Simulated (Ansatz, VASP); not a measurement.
# Two plane-wave programs on BN

```
CELL_PARAMETERS angstrom
2.54333 0.00000 0.00000
-1.27166 2.20259 0.00000
0.00000 0.00000 4.20685
ATOMIC_POSITIONS crystal
B 0.33333 0.66667 0.99970
B 0.66667 0.33333 0.49970
N 0.33333 0.66667 0.37430
N 0.66667 0.33333 0.87430
```

Alike in both runs: task single point; functional r2SCAN; k mesh 9 × 9 × 6; no spin polarisation.

```csv
,VASP,Ansatz
version,VASP 6.6.1,Ansatz 0.2.0
potentials or method,"VASP PAW PBE potentials, release 64 (B, N), cutoff 520 eV","scalar-relativistic, plane waves, PAW"
occupations,"gaussian, width 0.01 eV",fixed
valence electrons in the cell,16,16
```

```csv
,VASP,Ansatz,Ansatz less VASP
gap on the k mesh at the Fermi level (eV),5.72,5.74,+0.026
least direct gap on the mesh (eV),8.98,8.99,+0.016
```

VASP's potentials were made for PBE, not for r2SCAN.
